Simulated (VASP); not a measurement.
## Sb: single point with PBE

System: Sb, a slab with vacuum.

```
Sb
1.0
     3.16000    0.00000    0.00000
     0.00000    3.16000    0.00000
     0.00000    0.00000   24.48000
Sb
4
Direct
  0.00000 0.00000 0.30637
  0.00000 0.00000 0.43546
  0.00000 0.00000 0.56454
  0.00000 0.00000 0.69363
```

| Item | Value |
| --- | --- |
| Program | VASP 6.6.1 |
| Task | single point |
| Functional | PBE |
| Potentials or basis | VASP PAW PBE potentials, release 64 (Sb) |
| Cutoff | 520 eV |
| k mesh | 8 × 8 × 1 |
| Occupations | fermi-dirac, width 0.05 eV |
| Spin | no spin polarisation |
| Dipole correction | yes |
| Further INCAR settings | ALGO = Normal; EDIFF = 1e-06; NBANDS = 18 |

The largest force is 0.553 eV/Å and the band gap on the k mesh is zero (bands 10 and 11 overlap by 4.96 eV).

Forces in eV/Å, atoms in the order of the input:
```
Sb   0.000  0.000  0.553
Sb   0.000  0.000 -0.464
Sb   0.000  0.000  0.464
Sb   0.000  0.000 -0.553
```

Levels at points of the mesh, in eV from the Fermi level:
| k point | band 6 | band 7 | band 8 | band 9 | band 10 | band 11 | band 12 | band 13 | band 14 | band 15 |
| --- | --- | --- | --- | --- | --- | --- | --- | --- | --- | --- |
| (0.00, 0.00, 0.00) | -2.94 | -0.89 | 1.37 | 3.33 | 3.33 | 3.79 | 3.81 | 3.81 | 4.22 | 4.38 |
| (0.50, 0.00, 0.00) | -4.52 | -3.92 | -3.44 | -2.56 | -0.90 | 1.22 | 2.92 | 3.50 | 4.14 | 5.16 |
| (0.50, 0.50, 0.00) | -3.09 | -2.63 | -2.63 | -2.07 | -2.07 | -1.63 | -1.63 | -0.70 | 1.06 | 2.60 |

It took 57 s on 1 thread of Intel(R) Xeon(R) Platinum 8375C CPU @ 2.90GHz (Ice Lake), on a shared host, peak memory 0.33 GiB.

Caveat: spin-orbit coupling is left out, which moves the levels of the heavy elements.
